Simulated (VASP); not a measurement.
The system is C.

```
C
1.0
     2.75449    0.00000    0.00000
     0.00000    2.12716    0.00000
    -1.13830    0.00000    2.76878
C
4
Direct
  0.77434 0.15954 0.16123
  0.22566 0.65954 0.33877
  0.22566 0.84046 0.83877
  0.77434 0.34046 0.66123
```

- Program: VASP 6.6.1
- Task: relaxation of cell and atoms
- Functional: PBE
- Potentials or basis: VASP PAW PBE potentials, release 64 (C)
- Cutoff: 600 eV
- k mesh: 6 × 8 × 6
- Occupations: gaussian, width 0.1 eV
- Spin: no spin polarisation

At the start: pressure 218.4 GPa; volume 4.06 Å³/atom.

Problem. How do energy, volume and symmetry change on relaxing?

Solution. Over 30 steps the energy falls by 2090.5 meV/atom and the volume is 7.38 Å³/atom (+81.9 %); space group P2_1/m (No. 11, to 0.05 Å).

Step by step:
| step | energy change (eV) | largest force (eV/Å) | pressure (GPa) | volume (Å³) |
| --- | --- | --- | --- | --- |
| 1 | 0.0000 | 4.4778 | 218.37 | 16.22 |
| 2 | -4.6523 | 1.9428 | -56.42 | 32.37 |
| 3 | -6.4845 | 2.7261 | -19.03 | 24.91 |
| 4 | -6.4880 | 2.7553 | -16.13 | 24.60 |
| 5 | -7.2150 | 1.8592 | 24.54 | 24.17 |
| 6 | -7.3090 | 0.8927 | 11.90 | 24.27 |
| 7 | -7.8015 | 1.1264 | 20.79 | 25.42 |
| 8 | -7.8130 | 1.6152 | 30.49 | 26.11 |
| 9 | -8.0775 | 0.5877 | 9.63 | 27.98 |
| 10 | -8.1104 | 0.6114 | 0.64 | 28.91 |
| 11 | -8.2292 | 0.1604 | -1.59 | 29.13 |
| 12 | -8.2615 | 0.3382 | -2.60 | 29.30 |
| 13 | -8.2619 | 0.3831 | -2.69 | 29.32 |
| 14 | -8.2860 | 0.3124 | -2.02 | 29.18 |
| 15 | -8.3064 | 0.1867 | 1.35 | 28.76 |
| 16 | -8.3107 | 0.1260 | 0.01 | 28.90 |
| 17 | -8.3110 | 0.1242 | 0.24 | 28.88 |
| 18 | -8.3205 | 0.1248 | 1.09 | 28.86 |
| 19 | -8.3233 | 0.1487 | 1.89 | 28.83 |
| 20 | -8.3320 | 0.0999 | 1.61 | 29.00 |
| 21 | -8.3464 | 0.2350 | 0.90 | 29.50 |
| 22 | -8.3474 | 0.3191 | 0.63 | 29.68 |
| 23 | -8.3529 | 0.1018 | -1.80 | 29.89 |
| 24 | -8.3532 | 0.0656 | -2.46 | 29.95 |
| 25 | -8.3560 | 0.0276 | -1.33 | 29.83 |
| 26 | -8.3573 | 0.0942 | 0.08 | 29.69 |
| 27 | -8.3596 | 0.0090 | 0.27 | 29.59 |
| 28 | -8.3603 | 0.0709 | 0.45 | 29.51 |
| 29 | -8.3615 | 0.0406 | 0.24 | 29.51 |
| 30 | -8.3619 | 0.0104 | -0.01 | 29.51 |

Final structure:
```yaml
crystal:
  lattice:
    - [3.80745, 0.00000, 0.35973]
    - [0.00000, 2.47246, 0.00000]
    - [-1.37074, 0.00000, 3.00503]
  atoms:
    - { symbol: C, position: [0.88027, 0.25094, 0.20436] }
    - { symbol: C, position: [0.11973, 0.75094, 0.29564] }
    - { symbol: C, position: [0.11973, 0.74906, 0.79564] }
    - { symbol: C, position: [0.88027, 0.24906, 0.70436] }
```

Caveat: the k points lie up to 0.34 Å⁻¹ apart in the final cell; the volume moved by over 15 % at a fixed basis, so the end points are rough.
